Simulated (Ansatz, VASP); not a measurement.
## Two plane-wave programs on Na

```xyz
4
Lattice="5.1959 0.0000 0.0000 0.0000 5.1959 0.0000 0.0000 0.0000 5.1959" Properties=species:S:1:pos:R:3 pbc="T T T"
Na    4.5846    0.6113    3.2093
Na    1.9866    1.9866    1.9866
Na    0.6113    3.2093    4.5846
Na    3.2093    4.5846    0.6113
```

Alike in both runs: task single point; functional PBE; k mesh 4 × 4 × 4; occupations gaussian, width 0.1 eV; no spin polarisation.

```csv
,VASP,Ansatz
version,VASP 6.6.1,Ansatz 0.2.0
potentials or method,"VASP PAW PBE potentials, release 64 (Na_pv), cutoff 520 eV","scalar-relativistic, plane waves, PAW"
valence electrons in the cell,28,36
```

```csv
,VASP,Ansatz,Ansatz less VASP
gap on the k mesh at the Fermi level (eV),none,none,-
pressure (GPa),1.7,1.7,0.00
rms of the force components (eV/Å),0.034,0.034,-0.0001
```

Atom by atom the forces differ by 0.000 eV/Å (rms over components). A gap of «none» marks a metal or a gap that the smearing closes. The functional is the same, so the differences come from potentials, cutoffs and numerics. VASP's potentials hold 28 valence electrons a cell and Ansatz's 36, so a difference there can come from the potentials and not from the codes.
